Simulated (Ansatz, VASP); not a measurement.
**One calculation of AlCu3, two programs**

```
Al Cu
1.0
     3.64182    0.00000    0.00000
     0.00000    3.64182    0.00000
     0.00000    0.00000    3.64182
Al Cu
1 3
Direct
  0.00000 0.00000 0.00000
  0.50000 0.50000 0.00000
  0.50000 0.00000 0.50000
  0.00000 0.50000 0.50000
```

Alike in both runs: task single point; functional r2SCAN; k mesh 12 × 12 × 12; occupations gaussian, width 0.1 eV; no spin polarisation.

|  | VASP | Ansatz |
| --- | --- | --- |
| version | VASP 6.6.1 | Ansatz 0.2.0 |
| potentials or method | VASP PAW PBE potentials, release 64 (Al, Cu), cutoff 520 eV | scalar-relativistic, plane waves, PAW |
| valence electrons in the cell | 36 | 60 |

VASP gave:

* gap on the k mesh at the Fermi level (eV): none
* pressure (GPa): 0.3

Q: Estimate Ansatz's values.

A: gap on the k mesh at the Fermi level (eV): none; pressure (GPa): 0.0.

VASP's potentials were made for PBE, not for r2SCAN. A gap of «none» marks a metal or a gap that the smearing closes. VASP's potentials hold 36 valence electrons a cell and Ansatz's 60, so a difference there can come from the potentials and not from the codes.
